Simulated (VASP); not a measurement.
# NaF in VASP: further runs, part 2 of 2

VASP 6.6.1. The steps go on from the part before.

## Step 4: Single point, PBEsol

File INCAR:

```
SYSTEM = NaF
  PREC = Accurate
  ENCUT = 600
  EDIFF = 1E-6
  ISMEAR = -1
  SIGMA = 0.05
  LREAL = .False.
  LASPH = .True.
  NELM = 120
  ALGO = Normal
  ISIF = 2
  LWAVE = .False.
  LCHARG = .False.
  GGA = PS
  NBANDS = 14
  GGA_COMPAT = .False.
```

File KPOINTS:

```
Automatic mesh
0
Gamma
  8 8 8
  0 0 0
```

File POSCAR:

```
NaF
1.0
    0.0464000000      2.3200000000      2.3200000000
    2.3200000000      0.0464000000      2.3200000000
    2.3664000000      2.3664000000      0.0000000000
Na F
1 1
Direct
    0.0000000000      0.0000000000      0.0000000000
    0.5000000000      0.5000000000      0.5000000000
```

Potentials or basis: VASP PAW PBE potentials, release 64 (Na_pv, F).

Started as:

```bash
$ cat potpaw_PBE.64/Na_pv/POTCAR potpaw_PBE.64/F/POTCAR > POTCAR
$ mpirun -np 1 vasp_std > vasp.out
```

OUTCAR:

```text
SYSTEM = NaF
   PREC = Accurate
   ENCUT = 600
   EDIFF = 1E-6
   ISMEAR = -1
   LREAL = .False.
   LASPH = .True.
   NELM = 120
   ISIF = 2
   GGA = PS

 ion  position               nearest neighbor table
   1  0.000  0.000  0.000-   2 2.32   2 2.32   2 2.32   2 2.32   2 2.32   2 2.32
   2  0.500  0.500  0.500-   1 2.32   1 2.32   1 2.32   1 2.32   1 2.32   1 2.32

  LATTYP: Found a body centered orthorhombic cell.
 ALAT       =     3.2153559554
 B/A-ratio  =     1.0408163265
 C/A-ratio  =     1.4430750636

  Lattice vectors:

 A1 = (   2.3200000000,   0.0464000000,  -2.3200000000)
 A2 = (  -2.3200000000,  -0.0464000000,  -2.3200000000)
 A3 = (   0.0464000000,   2.3200000000,   2.3200000000)

Analysis of symmetry for initial positions (statically):
=====================================================================
 Subroutine PRICEL returns:
 Original cell was already a primitive cell.

 Routine SETGRP: Setting up the symmetry group for a
 body centered orthorhombic supercell.

 Subroutine GETGRP returns: Found  8 space group operations
 (whereof  8 operations were pure point group operations)
 out of a pool of  8 trial point group operations.
[... 177 lines left out ...]
      6      -2.1923      2.00000
      7      -2.1333      2.00000
      8       3.9481      0.00000
      9      16.1456      0.00000
     10      16.6395      0.00000
     11      17.1315      0.00000
     12      19.2838      0.00000
     13      21.6894      0.00000
     14      21.7145      0.00000
[... 377 lines left out ...]
      1     -21.5828      2.00000
      2     -20.9929      2.00000
      3     -20.9846      2.00000
      4     -20.5647      2.00000
      5      -2.9647      2.00000
      6      -2.3750      2.00000
      7      -2.3345      2.00000
      8       5.7406      0.00000
      9      13.2018      0.00000
     10      16.7757      0.00000
     11      17.0869      0.00000
     12      18.6037      0.00000
     13      21.9540      0.00000
     14      23.3663      0.00000

 [... further k-points ...]

------------------------ aborting loop because EDIFF is reached ----------------------------------------

  FORCE on cell =-STRESS in cart. coord.  units (eV):
  Direction    XX          YY          ZZ          XY          YZ          ZX
  --------------------------------------------------------------------------------------
  -------------------------------------------------------------------------------------
  Total       -0.0751492     -0.0751492     -0.0846869     -0.1687817      0.0000000      0.0000000
  in kB       -4.8229717     -4.8229717     -5.4350878    -10.8321769      0.0000000      0.0000000
  external PRESSURE =      -5.0270104 kB  Pullay stress =       0.0000000 kB

 VOLUME and BASIS-vectors are now :
 -----------------------------------------------------------------------------
  energy-cutoff  :      600.00
  volume of cell :       24.96
      direct lattice vectors                 reciprocal lattice vectors
     0.046400000  2.320000000  2.320000000    -0.219915552  0.219915552  0.215517241
     2.320000000  0.046400000  2.320000000     0.219915552 -0.219915552  0.215517241
     2.366400000  2.366400000  0.000000000     0.211291413  0.211291413 -0.215517241

 POSITION                                       TOTAL-FORCE (eV/Angst)
 -----------------------------------------------------------------------------------
      0.00000      0.00000      0.00000        -0.000000      0.000000      0.000000
      2.36640      2.36640      2.32000         0.000000     -0.000000      0.000000
 -----------------------------------------------------------------------------------
    total drift:                                0.000000      0.000000      0.000000

  FREE ENERGIE OF THE ION-ELECTRON SYSTEM (eV)
  ---------------------------------------------------
  free  energy   TOTEN  =        -8.7672653754 eV

  energy  without entropy=       -8.7672653754  energy(sigma->0) =       -8.76726538
```

OSZICAR:

```text
N       E                     dE             d eps       ncg     rms          rms(c)
DAV:   1     0.117067081220E+03    0.11707E+03   -0.83145E+03  2678   0.134E+03
DAV:   2    -0.314036383228E+01   -0.12021E+03   -0.11159E+03  2912   0.365E+02
DAV:   3    -0.948221750770E+01   -0.63419E+01   -0.63292E+01  3380   0.747E+01
DAV:   4    -0.953694483341E+01   -0.54727E-01   -0.54725E-01  2948   0.734E+00
DAV:   5    -0.953748970533E+01   -0.54487E-03   -0.54486E-03  3332   0.738E-01    0.490E+00
DAV:   6    -0.878343233383E+01    0.75406E+00   -0.25965E+00  3256   0.145E+01    0.182E+00
DAV:   7    -0.876826013608E+01    0.15172E-01   -0.30559E-02  2768   0.213E+00    0.103E+00
DAV:   8    -0.876690725274E+01    0.13529E-02   -0.26655E-02  2960   0.351E+00    0.159E-01
DAV:   9    -0.876742716277E+01   -0.51991E-03   -0.47601E-03  3308   0.669E-01    0.130E-01
DAV:  10    -0.876726222334E+01    0.16494E-03   -0.11791E-03  3128   0.403E-01    0.142E-02
DAV:  11    -0.876726507266E+01   -0.28493E-05   -0.48300E-05  3092   0.145E-01    0.765E-03
DAV:  12    -0.876726537543E+01   -0.30277E-06   -0.67887E-06  3188   0.329E-02
   1 F= -.87672654E+01 E0= -.87672654E+01  d E =-.349068E-10
```

It took 56 s on 1 thread of Intel Xeon 8259CL, shared host; peak memory 0.17 GiB.

Results:

```
Free energy            : -8.7673 eV
Pressure               : -0.5 GPa
Band gap on the k mesh : 6.08 eV
```

Stress tensor (GPa, compression positive):
```
-0.48 -1.08  0.00
-1.08 -0.48  0.00
 0.00  0.00 -0.54
```

Caveat: the PAW data sets were made with another functional, which shifts forces and pressure a little.

## Step 5: Relaxation of cell and atoms, PBEsol, target pressure 2 GPa, at which the enthalpy is minimised

File INCAR:

```
SYSTEM = NaF
PREC = Accurate ; ENCUT = 600
EDIFF = 1E-7 ; ISMEAR = -1
SIGMA = 0.05 ; LREAL = .False.
LASPH = .True. ; NELM = 120
ALGO = Normal ; ISIF = 3
LWAVE = .False. ; LCHARG = .False.
GGA = PS ; IBRION = 2
NSW = 60 ; EDIFFG = -0.01
PSTRESS = 20.0 ; GGA_COMPAT = .False.
NELMIN = 4
```

File KPOINTS:

```
Automatic mesh
0
Gamma
  10 10 10
  0 0 0
```

File POSCAR:

```
NaF
1.0
    0.0000000000      2.3200000000      2.3200000000
    2.3200000000      0.0000000000      2.3200000000
    2.3200000000      2.3200000000      0.0000000000
Na F
1 1
Direct
    0.0000000000      0.0000000000      0.0000000000
    0.5000000000      0.5000000000      0.5000000000
```

Potentials or basis: VASP PAW PBE potentials, release 64 (Na_pv, F).

Started as:

```bash
$ cat potpaw_PBE.64/Na_pv/POTCAR potpaw_PBE.64/F/POTCAR > POTCAR
$ mpirun -np 1 vasp_std > vasp.out
```

OUTCAR:

```text
SYSTEM = NaF
   PREC = Accurate
   ENCUT = 600
   EDIFF = 1E-7
   ISMEAR = -1
   LREAL = .False.
   LASPH = .True.
   NELM = 120
   ISIF = 3
   GGA = PS
   IBRION = 2
   NSW = 60
   EDIFFG = -0.01
   PSTRESS = 20.0
   NELMIN = 4

 ion  position               nearest neighbor table
   1  0.000  0.000  0.000-   2 2.32   2 2.32   2 2.32   2 2.32   2 2.32   2 2.32
   2  0.500  0.500  0.500-   1 2.32   1 2.32   1 2.32   1 2.32   1 2.32   1 2.32

  LATTYP: Found a face centered cubic cell.
 ALAT       =     4.6400000000

  Lattice vectors:

 A1 = (   0.0000000000,   2.3200000000,   2.3200000000)
 A2 = (   2.3200000000,   0.0000000000,   2.3200000000)
 A3 = (   2.3200000000,   2.3200000000,   0.0000000000)

Analysis of symmetry for initial positions (statically):
=====================================================================
 Subroutine PRICEL returns:
 Original cell was already a primitive cell.

 Routine SETGRP: Setting up the symmetry group for a
 face centered cubic supercell.

 Subroutine GETGRP returns: Found 48 space group operations
 (whereof 48 operations were pure point group operations)
 out of a pool of 48 trial point group operations.

[... 169 lines left out ...]
  --------------------------------------------------------------------------------------
  -------------------------------------------------------------------------------------
  Total       -0.0674173     -0.0674173     -0.0674173      0.0000000      0.0000000      0.0000000
  in kB       -4.3250203     -4.3250203     -4.3250203      0.0000000      0.0000000      0.0000000
  external PRESSURE =     -24.3250203 kB  Pullay stress =      20.0000000 kB
[... 25 lines left out ...]
--------------------------------------- Ionic step        2  -------------------------------------------

 number of electron      14.0000003 magnetization

 E-fermi :  -1.0093     XC(G=0):  -9.4526

 val. band max:       -2.0764011734   @ k =   0.0000   0.0000   0.0000
 cond. band min:       4.2111493387   @ k =   0.0000   0.0000   0.0000
 fundamental gap:      6.2875505121
 Fermi energy:        -1.0093337709

 k-point     1 :       0.0000    0.0000    0.0000
  band No.  band energies     occupation
      1     -21.1747      2.00000
      2     -20.7741      2.00000
      3     -20.7741      2.00000
      4     -20.7741      2.00000
      5      -2.0764      2.00000
      6      -2.0764      2.00000
      7      -2.0764      2.00000
      8       4.2111      0.00000
      9      16.9347      0.00000
     10      16.9347      0.00000
     11      16.9347      0.00000
[... 359 lines left out ...]
--------------------------------------- Ionic step        3  -------------------------------------------

 number of electron      13.9999999 magnetization

 Free energy of the ion-electron system (eV)
  ---------------------------------------------------
  ext. energy  EPLUGINS =         0.00000000
  ---------------------------------------------------
  free energy    TOTEN  =        -8.76587986 eV

  energy without entropy =       -8.76587986  energy(sigma->0) =       -8.76587986

 E-fermi :  -0.8296     XC(G=0):  -9.5449

 val. band max:       -1.9948774898   @ k =   0.0000   0.0000   0.0000
 cond. band min:       4.3913049717   @ k =   0.0000   0.0000   0.0000
 fundamental gap:      6.3861824615
 Fermi energy:        -0.8296485676

 k-point     1 :       0.0000    0.0000    0.0000
  band No.  band energies     occupation
      1     -21.1259      2.00000
      2     -20.6397      2.00000
      3     -20.6397      2.00000
      4     -20.6397      2.00000
      5      -1.9949      2.00000
      6      -1.9949      2.00000
      7      -1.9949      2.00000
      8       4.3913      0.00000
      9      17.1436      0.00000
     10      17.1436      0.00000
     11      17.1436      0.00000
[... 355 lines left out ...]
  energy  without entropy=       -8.7658798614  energy(sigma->0) =       -8.76587986

  enthalpy is  TOTEN    =        -8.4680704351 eV   P V=        0.2978094263

 reached required accuracy - stopping structural energy minimisation
```

It took 54 s on 1 thread of Intel Xeon 8259CL, shared host; peak memory 0.16 GiB.

Results:

```yaml
Free_energy: -8.7659 eV
Relaxed_volume: 11.93 Å³/atom
Relaxed_cell: a = 3.231 Å, b = 3.231 Å, c = 3.231 Å, α = 60.00°, β = 60.00°, γ = 60.00°
Space_group_after_relaxing_to_0.1_Å: Fm-3m (No. 225)
Energy_change_on_relaxing_the_run_minimises_the_enthalpy: +2.4 meV/atom
Ionic_steps: 3
Pressure_after_relaxing: 1.9 GPa
Band_gap_on_the_k_mesh: 6.39 eV
```

The path:
| step | energy change (eV) | largest force (eV/Å) | pressure (GPa) | volume (Å³) |
| --- | --- | --- | --- | --- |
| 1 | 0.0000 | 0.0000 | -0.43 | 24.97 |
| 2 | 0.0009 | 0.0000 | 0.92 | 24.30 |
| 3 | 0.0048 | 0.0000 | 1.93 | 23.86 |

Final structure:
```xyz
2
Lattice="0.0000 2.2849 2.2849 2.2849 0.0000 2.2849 2.2849 2.2849 0.0000" Properties=species:S:1:pos:R:3 pbc="T T T"
Na    0.0000    0.0000    0.0000
F     2.2849    2.2849    2.2849
```

Caveat: the cell is relaxed towards a set pressure, so the run minimises the enthalpy, not the energy; the PAW data sets were made with another functional, which shifts forces and pressure a little.

## Step 6: Summary

```tsv
task	cell	k mesh	gap on the mesh (eV)	pressure (GPa)
single point	a = 3.281, b = 3.281, c = 3.297 Å, angles 59.8, 59.8, 59.7°, 2 atoms	8 × 8 × 8	6.13	-0.5
single point	a = 3.281, b = 3.281, c = 3.314 Å, angles 59.7, 59.7, 59.3°, 2 atoms	8 × 8 × 8	6.11	-0.5
single point	a = 3.281, b = 3.281, c = 3.347 Å, angles 59.3, 59.3, 58.7°, 2 atoms	8 × 8 × 8	6.08	-0.5
relaxation of cell and atoms	relaxed to 2 GPa from a = 3.281 Å, angles 60.0°, 2 atoms	10 × 10 × 10	6.39	1.9
```

Alike in all rows: level PBEsol; potentials or basis VASP PAW PBE potentials, release 64 (Na_pv, F); no spin polarisation; cutoff (eV) 600; smearing fermi-dirac 0.05 eV.

Caveats: the PAW data sets were made with another functional, which shifts forces and pressure a little; the cell is relaxed towards a set pressure, so the run minimises the enthalpy, not the energy (at least some runs).

Absolute energies hang on the potentials; compare differences alone.
